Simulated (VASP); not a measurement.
Te, 2 atoms in the cell. The structure is cubic, space group Fd-3m (No. 227). Conventional cell: a = 7.659 Å, b = 7.659 Å, c = 7.659 Å, α = 90.00°, β = 90.00°, γ = 90.00°. Within 4.4 Å of Te (site symmetry -43m) lie 4 Te at 3.32 Å.  This cell differs from its parent crystal: volume scaled by 1.12.

| Quantity | Value |
| --- | --- |
| Program | VASP 6.6.1 |
| Task | single point |
| Functional | BLYP |
| Potentials or basis | VASP PAW PBE potentials, release 64 (Te) |
| Cutoff | 520 eV |
| k mesh | 8 × 8 × 8 |
| Occupations | fermi-dirac, width 0.1 eV |
| Spin | no spin polarisation |
| Dipole correction | no |
| Further INCAR settings | ALGO = Normal; EDIFF = 1e-06; NBANDS = 13 |

Potentials or basis: VASP PAW PBE potentials, release 64 (Te).

Command:

```bash
$ cat potpaw_PBE.64/Te/POTCAR > POTCAR
$ mpirun -np 1 vasp_std > vasp.out
```

Hardware: 1 thread of Intel(R) Xeon(R) 6975P-C (Granite Rapids), with other jobs on the host.

Question: How long does it take, and how much memory?

Answer: Run time: 22 s on 1 thread of Intel(R) Xeon(R) 6975P-C (Granite Rapids), on a shared host, peak memory 0.23 GiB. Counts: scf iterations 10, k points 29.
